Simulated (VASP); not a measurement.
# PbS (Pm-3m) in VASP: notebook, part 2 of 2

VASP 6.6.1. Earlier steps stand in the parts before.

### 5 Relaxation of cell and atoms, LDA

This run uses another cell than the first one, of 24.39 Å³/atom.

File INCAR:

```
SYSTEM = PbS
PREC = Accurate ; ENCUT = 600
EDIFF = 1E-7 ; ISMEAR = -1
SIGMA = 0.05 ; LREAL = .FALSE.
LASPH = .TRUE. ; NELM = 100
ALGO = Normal ; ISIF = 3
LWAVE = .FALSE. ; LCHARG = .FALSE.
IBRION = 2 ; NSW = 60
EDIFFG = -0.01
```

File KPOINTS:

```
Automatic mesh
0
G
  7 7 7
  0 0 0
```

File POSCAR:

```
PbS
1.0
    3.6536590000      0.0000000000      0.0000000000
    0.0000000000      3.6536590000      0.0000000000
    0.0000000000      0.0000000000      3.6536590000
Pb S
1 1
Direct
    0.0000000000      0.0000000000      0.0000000000
    0.5000000000      0.5000000000      0.5000000000
```

Potentials or basis: VASP PAW LDA potentials, release 64 (Pb_d, S).

On the command line:

```console
> cat potpaw_LDA.64/Pb_d/POTCAR potpaw_LDA.64/S/POTCAR > POTCAR
> mpirun -np 1 vasp_std > vasp.out
```

OUTCAR:

```text
SYSTEM = PbS
   PREC = Accurate
   ENCUT = 600
   EDIFF = 1E-7
   ISMEAR = -1
   LREAL = .FALSE.
   LASPH = .TRUE.
   NELM = 100
   ISIF = 3
   IBRION = 2
   NSW = 60
   EDIFFG = -0.01

 ion  position               nearest neighbor table
   1  0.000  0.000  0.000-   2 3.16   2 3.16   2 3.16   2 3.16   2 3.16   2 3.16   2 3.16   2 3.16

   2  0.500  0.500  0.500-   1 3.16   1 3.16   1 3.16   1 3.16   1 3.16   1 3.16   1 3.16   1 3.16

  LATTYP: Found a simple cubic cell.
 ALAT       =     3.6536590000

  Lattice vectors:

 A1 = (   3.6536590000,   0.0000000000,   0.0000000000)
 A2 = (   0.0000000000,   3.6536590000,   0.0000000000)
 A3 = (   0.0000000000,   0.0000000000,   3.6536590000)

Analysis of symmetry for initial positions (statically):
=====================================================================
 Subroutine PRICEL returns:
 Original cell was already a primitive cell.

 Routine SETGRP: Setting up the symmetry group for a
 simple cubic supercell.

 Subroutine GETGRP returns: Found 48 space group operations
 (whereof 48 operations were pure point group operations)
 out of a pool of 48 trial point group operations.

The static configuration has the point symmetry O_h .

Analysis of symmetry for dynamics (positions and initial velocities):
=====================================================================
 Subroutine PRICEL returns:
 Original cell was already a primitive cell.

 Routine SETGRP: Setting up the symmetry group for a
 simple cubic supercell.

 Subroutine GETGRP returns: Found 48 space group operations
 (whereof 48 operations were pure point group operations)
 out of a pool of 48 trial point group operations.

The dynamic configuration has the point symmetry O_h .

 Subroutine INISYM returns: Found 48 space group operations
 (whereof 48 operations are pure point group operations),
 and found     1 'primitive' translations

----------------------------------------------------------------------------------------

                                     Primitive cell

  volume of cell :      48.7735

  direct lattice vectors                    reciprocal lattice vectors
     3.653659000  0.000000000  0.000000000     0.273698230  0.000000000  0.000000000
     0.000000000  3.653659000  0.000000000     0.000000000  0.273698230  0.000000000
     0.000000000  0.000000000  3.653659000     0.000000000  0.000000000  0.273698230

  length of vectors
     3.653659000  3.653659000  3.653659000     0.273698230  0.273698230  0.273698230

  position of ions in fractional coordinates (direct lattice)
     0.000000000  0.000000000  0.000000000
     0.500000000  0.500000000  0.500000000

  ion indices of the primitive-cell ions
   primitive index   ion index
                 1           1
                 2           2

----------------------------------------------------------------------------------------

 KPOINTS: Automatic mesh

Automatic generation of k-mesh.
 Grid dimensions read from file:
 generate k-points for:    7    7    7

 Generating k-lattice:

  Cartesian coordinates                     Fractional coordinates (reciprocal lattice)
     0.039099747  0.000000000  0.000000000     0.142857143  0.000000000  0.000000000
     0.000000000  0.039099747  0.000000000     0.000000000  0.142857143  0.000000000
     0.000000000  0.000000000  0.039099747     0.000000000  0.000000000  0.142857143

  Length of vectors
     0.039099747  0.039099747  0.039099747

  Shift w.r.t. Gamma in fractional coordinates (k-lattice)
     0.000000000  0.000000000  0.000000000

 Subroutine IBZKPT returns following result:
 ===========================================

 Found     20 irreducible k-points:

 Following reciprocal coordinates:
            Coordinates               Weight
  0.000000  0.000000  0.000000      1.000000
  0.142857  0.000000  0.000000      6.000000
  0.285714  0.000000  0.000000      6.000000
  0.428571  0.000000  0.000000      6.000000
  0.142857  0.142857  0.000000     12.000000
  0.285714  0.142857  0.000000     24.000000
[... 12 lines left out ...]
  0.428571  0.428571  0.285714     24.000000
  0.428571  0.428571  0.428571      8.000000
   k-points           NKPTS =     20   k-points in BZ     NKDIM =     20   number of bands    NBANDS=     14
   number of dos      NEDOS =    301   number of ions     NIONS =      2
   total plane-waves  NPLWV =  27000
   dimension x,y,z NGX =    30 NGY =   30 NGZ =   30
   dimension x,y,z NGXF=    60 NGYF=   60 NGZF=   60
   ions per type =               1   1
   NGX,Y,Z   is equivalent  to a cutoff of  13.65, 13.65, 13.65 a.u.
   NGXF,Y,Z  is equivalent  to a cutoff of  27.30, 27.30, 27.30 a.u.
 SYSTEM =  PbS
   PREC   = accura    normal or accurate (medium, high low for compatibility)
   ISTART =      0    job   : 0-new  1-cont  2-samecut
   ICHARG =      2    charge: 1-file 2-atom 10-const
   ISPIN  =      1    spin polarized calculation?
   LNONCOLLINEAR =      F non collinear calculations
   LSORBIT =      F    spin-orbit coupling
   LASPH  =      T    aspherical Exc in radial PAW
   ENCUT  =  600.0 eV  44.10 Ry    6.64 a.u.   7.30  7.30  7.30*2*pi/ulx,y,z
   NELM   =    100;   NELMIN=  2; NELMDL= -5     # of ELM steps
   EDIFF  = 0.1E-06   stopping-criterion for ELM
   LREAL  =      F    real-space projection
   EDIFFG = -.1E-01   stopping-criterion for IOM
   NSW    =     60    number of steps for IOM
   IBRION =      2    ionic relax: 0-MD 1-quasi-New 2-CG
   NFREE  =      1    steps in history (QN), initial steepest desc. (CG)
   ISIF   =      3    stress and relaxation
   ISYM   =      2    0-nonsym 1-usesym 2-fastsym
   POTIM  = 0.5000    time-step for ionic-motion
   TEBEG  =    0.0;   TEEND  =   0.0 temperature during run
   PSTRESS=    0.0 pullay stress
   NELECT =      20.0000    total number of electrons
   NUPDOWN=      -1.0000    fix difference up-down
   EMIN   =  10.00;   EMAX   =-10.00  energy-range for DOS
   EFERMI =   0.00;   METHOD = LEGACY
   ISMEAR =    -1;   SIGMA  =   0.05  broadening in eV -4-tet -1-fermi 0-gaus
   EFERMI_NEDOS =   21; number of points for ismear=-14 and -15
   IALGO  =     38    algorithm
   IMIX   =      4    mixing-type and parameters
     AMIX     =   0.40;   BMIX     =  1.00
     AMIX_MAG =   1.60;   BMIX_MAG =  1.00
  volume/ion in A,a.u.               =      24.39       164.57
  Fermi-wavevector in a.u.,A,eV,Ry     =   1.216252  2.298383 20.126668  1.479268
  Thomas-Fermi vector in A             =   2.351612
   LORBIT       =      0    0 simple, 1 ext, 2 COOP (PROOUT), +10 PAW based schemes
   GGA     = CA    functional components
   LHFCALC =     F    Hartree Fock is set to
   AEXX    =    0.0000 exact exchange contribution
   IVDW    =     0    specifies the selected vdW correction
   LEPSILON=     F    determine dielectric tensor
   LRPA    =     F    only Hartree local field effects (RPA)
 conjugate gradient relaxation of ions
 non-spin polarized calculation
  energy-cutoff  :      600.00
  volume of cell :       48.77
 maximum number of plane-waves:      1647
 NGX is ok and might be reduce to    30
   NGX = 15   NGY = 15   NGZ = 15

--------------------------------------- Ionic step        1  -------------------------------------------

 number of electron      19.9999998 magnetization

 Free energy of the ion-electron system (eV)
  ---------------------------------------------------
  ext. energy  EPLUGINS =         0.00000000
  ---------------------------------------------------
  free energy    TOTEN  =        -9.50014087 eV

  energy without entropy =       -9.49014339  energy(sigma->0) =       -9.49514213

------------------------ aborting loop because EDIFF is reached ----------------------------------------

  FORCE on cell =-STRESS in cart. coord.  units (eV):
  Direction    XX          YY          ZZ          XY          YZ          ZX
  --------------------------------------------------------------------------------------
  -------------------------------------------------------------------------------------
  Total       -1.5997002     -1.5997002     -1.5997002      0.0000000      0.0000000      0.0000000
  in kB      -52.5490847    -52.5490847    -52.5490847      0.0000000      0.0000000      0.0000000
  external PRESSURE =     -52.5490847 kB  Pullay stress =       0.0000000 kB
[... 57 lines left out ...]
  energy  without entropy=       -9.5660818293  energy(sigma->0) =       -9.56961214

--------------------------------------- Ionic step        3  -------------------------------------------

 number of electron      19.9999995 magnetization

 Free energy of the ion-electron system (eV)
  ---------------------------------------------------
  ext. energy  EPLUGINS =         0.00000000
  ---------------------------------------------------
  free energy    TOTEN  =        -9.57952685 eV

  energy without entropy =       -9.57214310  energy(sigma->0) =       -9.57583497

 E-fermi :   6.9703     XC(G=0): -10.9265

 val. band max:        6.9288110630   @ k =   0.1429   0.1429   0.1429
 cond. band min:       6.9766281103   @ k =   0.2857   0.1429   0.1429
 fundamental gap:      0.0478170474
 Fermi energy:         6.9703233624

 k-point     1 :       0.0000    0.0000    0.0000
  band No.  band energies     occupation
      1      -9.8271      2.00000
      2      -9.8271      2.00000
      3      -9.5473      2.00000
      4      -9.5473      2.00000
      5      -9.5473      2.00000
      6      -6.8014      2.00000
      7       0.5429      2.00000
      8       5.1468      2.00000
      9       5.1468      2.00000
     10       5.1468      2.00000
     11      12.3194      0.00000
     12      12.3194      0.00000
     13      14.1420      0.00000
     14      14.1420      0.00000
[... 350 lines left out ...]
  FREE ENERGIE OF THE ION-ELECTRON SYSTEM (eV)
  ---------------------------------------------------
  free  energy   TOTEN  =        -9.5795268522 eV

  energy  without entropy=       -9.5721430959  energy(sigma->0) =       -9.57583497

 reached required accuracy - stopping structural energy minimisation
```

OSZICAR:

```text
N       E                     dE             d eps       ncg     rms          rms(c)
DAV:   1     0.162391988357E+03    0.16239E+03   -0.10714E+04   560   0.173E+03
DAV:   2     0.392114112550E+01   -0.15847E+03   -0.15545E+03   584   0.375E+02
DAV:   3    -0.979062795948E+01   -0.13712E+02   -0.13191E+02   734   0.109E+02
[... 27 lines left out ...]
DAV:   4    -0.957951672065E+01   -0.70597E-04   -0.11598E-03   566   0.377E-01    0.715E-02
DAV:   5    -0.957952772415E+01   -0.11004E-04   -0.15214E-04   660   0.154E-01    0.215E-02
DAV:   6    -0.957952740567E+01    0.31848E-06   -0.86244E-06   822   0.410E-02    0.517E-03
DAV:   7    -0.957952683952E+01    0.56615E-06   -0.11958E-06   590   0.877E-03    0.102E-03
DAV:   8    -0.957952685225E+01   -0.12726E-07   -0.74400E-08   452   0.238E-03
   3 F= -.95795269E+01 E0= -.95758350E+01  d E =-.793860E-01
```

Run time: 14 s. Hardware: 1 thread of AMD EPYC 9R45 (Zen 5), shared host; peak memory 0.13 GiB.

What came out:

| Item | Value |
| --- | --- |
| Free energy | -9.5795 eV |
| Relaxed volume | 22.21 Å³/atom |
| Relaxed cell | a = 3.541 Å, b = 3.541 Å, c = 3.541 Å, α = 90.00°, β = 90.00°, γ = 90.00° |
| Space group after relaxing (to 0.1 Å) | Pm-3m (No. 221) |
| Energy gained by relaxing | 39.7 meV/atom |
| Ionic steps | 3 |
| Pressure after relaxing | 0.0 GPa |
| Band gap on the k mesh | zero (bands 10 and 11 overlap by 0.29 eV) |

Step by step:
| step | energy change (eV) | largest force (eV/Å) | pressure (GPa) | volume (Å³) |
| --- | --- | --- | --- | --- |
| 1 | 0.0000 | 0.0000 | -5.25 | 48.77 |
| 2 | -0.0730 | 0.0000 | 1.94 | 43.34 |
| 3 | -0.0794 | 0.0000 | 0.02 | 44.42 |

Final structure:
```cif
data_structure
_symmetry_space_group_name_H-M 'P 1'
_symmetry_Int_Tables_number 1
_cell_length_a 3.5415
_cell_length_b 3.5415
_cell_length_c 3.5415
_cell_angle_alpha 90.000
_cell_angle_beta 90.000
_cell_angle_gamma 90.000
_cell_volume 44.42
loop_
_atom_site_label
_atom_site_type_symbol
_atom_site_fract_x
_atom_site_fract_y
_atom_site_fract_z
_atom_site_occupancy
Pb1 Pb 0.00000 0.00000 0.00000 1
S1 S 0.50000 0.50000 0.50000 1
```

Levels at points of the mesh, in eV from the Fermi level:
```csv
k point,band 7,band 8,band 9,band 10,band 11,band 12,band 13,band 14
"(0.00, 0.00, 0.00)",-6.43,-1.82,-1.82,-1.82,5.35,5.35,7.17,7.17
```

Caveat: semilocal functionals underestimate gaps, and a narrow one can read as zero; spin-orbit coupling is left out, which moves the levels of the heavy elements.

### 6 Relaxation of cell and atoms, PBEsol

This run uses another cell than the first one, of 24.39 Å³/atom.

File INCAR:

```
PREC = Accurate
ENCUT = 600
EDIFF = 1E-6
ISMEAR = -1
SIGMA = 0.05
LREAL = F
LASPH = T
NELM = 100
ALGO = Normal
ISIF = 3
LWAVE = F
LCHARG = F
GGA = PS
IBRION = 2
NSW = 60
EDIFFG = -0.01
```

File KPOINTS:

```
Automatic mesh
0
Gamma
  7 7 7
```

POSCAR is that of step 5.

Potentials or basis: VASP PAW PBE potentials, release 64 (Pb_d, S).

On the command line:

```console
> cat potpaw_PBE.64/Pb_d/POTCAR potpaw_PBE.64/S/POTCAR > POTCAR
> mpirun -np 1 vasp_std > vasp.out
```

OUTCAR:

```text
PREC = Accurate
   ENCUT = 600
   EDIFF = 1E-6
   ISMEAR = -1
   LREAL = F
   LASPH = T
   NELM = 100
   ISIF = 3
   GGA = PS
   IBRION = 2
   NSW = 60
   EDIFFG = -0.01

 ion  position               nearest neighbor table
   1  0.000  0.000  0.000-   2 3.16   2 3.16   2 3.16   2 3.16   2 3.16   2 3.16   2 3.16   2 3.16

   2  0.500  0.500  0.500-   1 3.16   1 3.16   1 3.16   1 3.16   1 3.16   1 3.16   1 3.16   1 3.16

  LATTYP: Found a simple cubic cell.
 ALAT       =     3.6536590000

  Lattice vectors:

 A1 = (   3.6536590000,   0.0000000000,   0.0000000000)
 A2 = (   0.0000000000,   3.6536590000,   0.0000000000)
 A3 = (   0.0000000000,   0.0000000000,   3.6536590000)

Analysis of symmetry for initial positions (statically):
=====================================================================
 Subroutine PRICEL returns:
 Original cell was already a primitive cell.

 Routine SETGRP: Setting up the symmetry group for a
[... 174 lines left out ...]
  external PRESSURE =     -34.8941185 kB  Pullay stress =       0.0000000 kB
[... 59 lines left out ...]
--------------------------------------- Ionic step        3  -------------------------------------------

 number of electron      20.0000003 magnetization

 Free energy of the ion-electron system (eV)
  ---------------------------------------------------
  ext. energy  EPLUGINS =         0.00000000
  ---------------------------------------------------
  free energy    TOTEN  =        -9.02510082 eV

  energy without entropy =       -9.01678665  energy(sigma->0) =       -9.02094374

 E-fermi :   6.6740     XC(G=0): -10.6783

 val. band max:        6.6718028488   @ k =   0.2857   0.1429   0.1429
 cond. band min:       7.4865727532   @ k =   0.4286   0.4286   0.4286
 fundamental gap:      0.8147699044
 Fermi energy:         6.6739667659

 k-point     1 :       0.0000    0.0000    0.0000
  band No.  band energies     occupation
      1     -10.0427      2.00000
      2     -10.0427      2.00000
      3      -9.7836      2.00000
      4      -9.7836      2.00000
      5      -9.7836      2.00000
      6      -6.8878      2.00000
      7       0.2129      2.00000
      8       4.9559      2.00000
      9       4.9559      2.00000
     10       4.9559      2.00000
     11      12.0612      0.00000
     12      12.0612      0.00000
     13      13.7526      0.00000
     14      13.7526      0.00000
[... 350 lines left out ...]
  FREE ENERGIE OF THE ION-ELECTRON SYSTEM (eV)
  ---------------------------------------------------
  free  energy   TOTEN  =        -9.0251008244 eV

  energy  without entropy=       -9.0167866502  energy(sigma->0) =       -9.02094374

 reached required accuracy - stopping structural energy minimisation
```

CONTCAR:

```text
PbS
   1.00000000000000
     3.5736738666567303   -0.0000000000000000    0.0000000000000000
     0.0000000000000000    3.5736738666567303    0.0000000000000000
    -0.0000000000000000   -0.0000000000000000    3.5736738666567303
  Pb              S
     1     1
Direct
     0.0000000000000000    0.0000000000000000    0.0000000000000000
     0.5000000000000000    0.5000000000000000    0.5000000000000000

  0.00000000E+00  0.00000000E+00  0.00000000E+00
  0.00000000E+00  0.00000000E+00  0.00000000E+00
```

Wall time 16 s (1 thread of AMD EPYC 9R45 (Zen 5), shared host); peak memory 0.15 GiB.

Results:

- Free energy: -9.0251 eV
- Relaxed volume: 22.82 Å³/atom
- Relaxed cell: a = 3.574 Å, b = 3.574 Å, c = 3.574 Å, α = 90.00°, β = 90.00°, γ = 90.00°
- Space group after relaxing (to 0.1 Å): Pm-3m (No. 221)
- Energy gained by relaxing: 18.5 meV/atom
- Ionic steps: 3
- Pressure after relaxing: 0.0 GPa
- Band gap on the k mesh: zero (bands 10 and 11 overlap by 0.15 eV)

Step by step:
```tsv
step	energy change (eV)	largest force (eV/Å)	pressure (GPa)	volume (Å³)
1	0.0000	0.0000	-3.49	48.77
2	-0.0358	0.0000	0.78	45.12
3	-0.0370	0.0000	-0.02	45.64
```

Final structure:
```cif
data_structure
_symmetry_space_group_name_H-M 'P 1'
_symmetry_Int_Tables_number 1
_cell_length_a 3.5737
_cell_length_b 3.5737
_cell_length_c 3.5737
_cell_angle_alpha 90.000
_cell_angle_beta 90.000
_cell_angle_gamma 90.000
_cell_volume 45.64
loop_
_atom_site_label
_atom_site_type_symbol
_atom_site_fract_x
_atom_site_fract_y
_atom_site_fract_z
_atom_site_occupancy
Pb1 Pb 0.00000 0.00000 0.00000 1
S1 S 0.50000 0.50000 0.50000 1
```

Caveat: semilocal functionals underestimate gaps, and a narrow one can read as zero; the PAW data sets were made with another functional, which shifts forces and pressure a little; spin-orbit coupling is left out, which moves the levels of the heavy elements.

### 7 The runs side by side

```csv
task,level,potentials or basis,cell,cutoff (eV),gap on the mesh (eV),pressure (GPa),relaxed volume (Å³/atom)
single point,LDA,"VASP PAW LDA potentials, release 64 (Pb_d, S)","a = 3.540 Å, 2 atoms",520,none,0.0,-
single point,PBEsol,"VASP PAW PBE potentials, release 64 (Pb_d, S)","a = 3.573 Å, 2 atoms",520,none,0.0,-
single point,PBEsol,"VASP PAW PBE potentials, release 64 (Pb_d, S)","a = 3.654 Å, 2 atoms",520,0.05,-3.6,-
relaxation of cell and atoms,LDA,"VASP PAW LDA potentials, release 64 (Pb_d, S)","relaxed from a = 3.654 Å, 2 atoms",600,none,0.0,22.21
relaxation of cell and atoms,PBEsol,"VASP PAW PBE potentials, release 64 (Pb_d, S)","relaxed from a = 3.654 Å, 2 atoms",600,none,0.0,22.82
```

Alike in all rows: no spin polarisation; k mesh 7 × 7 × 7; smearing fermi-dirac 0.05 eV.

Caveats: spin-orbit coupling is left out, which moves the levels of the heavy elements; semilocal functionals underestimate gaps, and a narrow one can read as zero (at least some runs); the PAW data sets were made with another functional, which shifts forces and pressure a little (at least some runs); the cell stands under tension (at least some runs); the smearing spreads over this small gap (at least some runs); an odd mesh through Γ misses points on the zone boundary, where band edges can lie (at least some runs).

Total energies depend on the potentials used, so only differences within one code and one set of settings carry meaning.

The gap in the log of VASP goes by the Fermi energy; the results here count the filled bands.